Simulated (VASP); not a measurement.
Runs of VASP 6.6.1 on Al2PO. The structure is that of space group P-6m2 (No. 187), or close to it. The cells are those of the table. 

| task | cell | k mesh | cutoff (eV) | gap on the mesh (eV) | pressure (GPa) | largest force (eV/Å) |
| --- | --- | --- | --- | --- | --- | --- |
| single point | a = 3.381, b = 3.381, c = 5.564 Å, angles 90.0, 90.0, 120.0°, 4 atoms | 6 × 6 × 4 | 520 | none | 0.0 | 0.01 |
| single point | a = 3.276, b = 3.276, c = 5.317 Å, angles 90.0, 90.0, 120.0°, 4 atoms | 6 × 6 × 4 | 520 | none | (b) | 13.84 |
| relaxation of cell and atoms | relaxed from a = 3.276, b = 3.276, c = 5.317 Å, angles 90.0, 90.0, 120.0°, 4 atoms | 6 × 6 × 4 | 600 | none | -0.2 | 0.04 |
| single point | a = 3.372, b = 3.372, c = 5.589 Å, angles 90.0, 90.0, 120.0°, 4 atoms | 15 × 15 × 8 | 520 | none | -0.1 | (a) |

Alike in all rows: level PBE; potentials or basis VASP PAW PBE potentials, release 64 (Al, P, O); no spin polarisation; smearing gaussian 0.1 eV.

Question: Estimate the missing entries.

Answer: (a) 0.02; (b) 31.9.

Caveats: some runs use coarse meshes; an odd number of electrons without spin polarisation forces a metal; a magnetic or distorted state may lie lower.

A gap of «none» marks levels without a gap at the run's occupations.
